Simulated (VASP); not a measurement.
Here is a VASP 6.6.1 calculation.

POSCAR

```
KBr
1.0
    0.0000000000      3.3024387198      3.3024387198
    3.3024387198      0.0000000000      3.3024387198
    3.3024387198      3.3024387198      0.0000000000
K Br
1 1
Direct
    0.0000000000      0.0000000000      0.0000000000
    0.5000000000      0.5000000000      0.5000000000
```

Contents of INCAR.step1:

```
ALGO = Normal
EDIFF = 1E-4
ENCUT = 520
GGA = PE
ISMEAR = 0
LASPH = T
LCHARG = F
LREAL = F
LWAVE = T
NBANDS = 15
NELM = 60
PREC = Accurate
SIGMA = 0.01
```

INCAR.step2

```
ALGO = Normal
EDIFF = 1E-6
ENCUT = 520
ISIF = 2
ISMEAR = 0
ISTART = 1
LASPH = T
LCHARG = T
LELF = T
LMIXTAU = T
LREAL = F
LVHAR = T
LWAVE = F
METAGGA = R2SCAN
NBANDS = 15
NELM = 60
PREC = Accurate
SIGMA = 0.01
```

The input KPOINTS:

```
k-points
0
Gamma
  6 6 6
```

Potentials or basis: VASP PAW PBE potentials, release 64 (K_sv, Br).

The run is started by

```console
$ cat potpaw_PBE.64/K_sv/POTCAR potpaw_PBE.64/Br/POTCAR > POTCAR
$ cp INCAR.step1 INCAR
$ mpirun -np 1 vasp_std > vasp.out
$ cp INCAR.step2 INCAR
$ mpirun -np 1 vasp_std > vasp.out
```

Problem. Predict the band gap on the k mesh.

Solution. 5.07 eV, direct.

Problem. Estimate the pressure.

Solution. 0.0 GPa.

Caveat: the PAW data sets were made with another functional, which shifts forces and pressure a little. r2SCAN opens gaps a little over a GGA but as a rule still falls short of measured ones.
